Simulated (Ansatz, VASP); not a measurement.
TePb in VASP and in Ansatz

```
CELL_PARAMETERS angstrom
0.00000 3.29029 3.29029
3.29029 0.00000 3.29029
3.29029 3.29029 0.00000
ATOMIC_POSITIONS crystal
Te 0.50000 0.50000 0.50000
Pb 0.00000 0.00000 0.00000
```

Change from the starting cell: volume scaled by 1.06.

Alike in both runs: task single point; functional PBEsol; k mesh 10 × 10 × 10; occupations fermi-dirac, width 0.03 eV; no spin polarisation.

|  | VASP | Ansatz |
| --- | --- | --- |
| version | VASP 6.6.1 | Ansatz 0.2.0 |
| potentials or method | VASP PAW PBE potentials, release 64 (Te, Pb_d), cutoff 520 eV | all-electron LAPW, scalar-relativistic |

|  | VASP | Ansatz | Ansatz less VASP |
| --- | --- | --- | --- |
| pressure (GPa) | -2.5 | -2.5 | +0.04 |

VASP's potentials were made for PBE, not for PBEsol. Ansatz ran all-electron here, and VASP with PAW potentials.

Neither program's run includes spin-orbit coupling.
